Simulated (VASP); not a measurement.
A run of VASP 6.6.1 is set up as follows.

Contents of INCAR:

```
PREC = Accurate
ENCUT = 520
EDIFF = 1E-7
ISMEAR = -1
SIGMA = 0.02
LREAL = False
LASPH = True
NELM = 60
ALGO = Normal
ISIF = 2
LWAVE = False
LCHARG = False
GGA = PE
NBANDS = 16
```

File KPOINTS:

```
regular mesh
0
Gamma
  10 10 10
```

File POSCAR:

```
GaN
1.0
    0.0000000000      2.2826868317      2.2826868317
    2.2826868317      0.0000000000      2.2826868317
    2.2826868317      2.2826868317      0.0000000000
Ga N
1 1
Direct
    0.0000000000      0.0000000000      0.0000000000
    0.2500000000      0.2500000000      0.2500000000
```

Potentials or basis: VASP PAW PBE potentials, release 64 (Ga_d, N).

Launch:

```sh
$ cat potpaw_PBE.64/Ga_d/POTCAR potpaw_PBE.64/N/POTCAR > POTCAR
$ mpirun -np 1 vasp_std > vasp.out
```

Q: Predict the band gap on the k mesh.

A: 1.48 eV, direct.

Q: What does it give for the pressure?

A: -1.8 GPa.

Caveat: the cell differs from its parent crystal (strain +1.5%).
